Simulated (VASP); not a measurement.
A run of VASP 6.6.1:

Contents of INCAR:

```
PREC = Accurate
ENCUT = 520
EDIFF = 1E-6
ISMEAR = 0
SIGMA = 0.1
LREAL = False
LASPH = True
NELM = 100
ALGO = Normal
ISIF = 2
LWAVE = False
LCHARG = False
LDIPOL = True
IDIPOL = 3
DIPOL = 0.5 0.5 0.297
GGA = PE
IVDW = 12
NBANDS = 69
```

Contents of KPOINTS:

```
regular mesh
0
Gamma
  5 5 1
```

File POSCAR:

```
Ir12O
1.0
    5.4309029918      0.0000000000      0.0000000000
    0.0000000000      5.4309029918      0.0000000000
    0.0000000000      0.0000000000     21.0013955423
Ir O
12 1
Direct
    0.2500000000      0.2500000000      0.1904635333
    0.2500000000      0.7500000000      0.1904635333
    0.7500000000      0.2500000000      0.1904635333
    0.7500000000      0.7500000000      0.1904635333
    0.0000000000      0.0000000000      0.2785823619
    0.0000000000      0.5000000000      0.2785823619
    0.5000000000      0.0000000000      0.2785823619
    0.5000000000      0.5000000000      0.2785823619
    0.2500000000      0.2500000000      0.3667087517
    0.2500000000      0.7500000000      0.3667087517
    0.7500000000      0.2500000000      0.3667087517
    0.7500000000      0.7500000000      0.3667087517
    0.3333333333      0.4166666667      0.5238411667
```

Potentials or basis: VASP PAW PBE potentials, release 64 (Ir, O).

The run is started by

```bash
$ cat potpaw_PBE.64/Ir/POTCAR potpaw_PBE.64/O/POTCAR > POTCAR
$ mpirun -np 1 vasp_std > vasp.out
```

Hardware: 1 thread of Intel(R) Xeon(R) 6975P-C (Granite Rapids), with other jobs on the host.

Task: Estimate the wall time of this run.

Result: It took 40 min on 1 thread of Intel(R) Xeon(R) 6975P-C (Granite Rapids), with other jobs on the host, peak memory 0.78 GiB. Counts: scf iterations 41, k points 13.
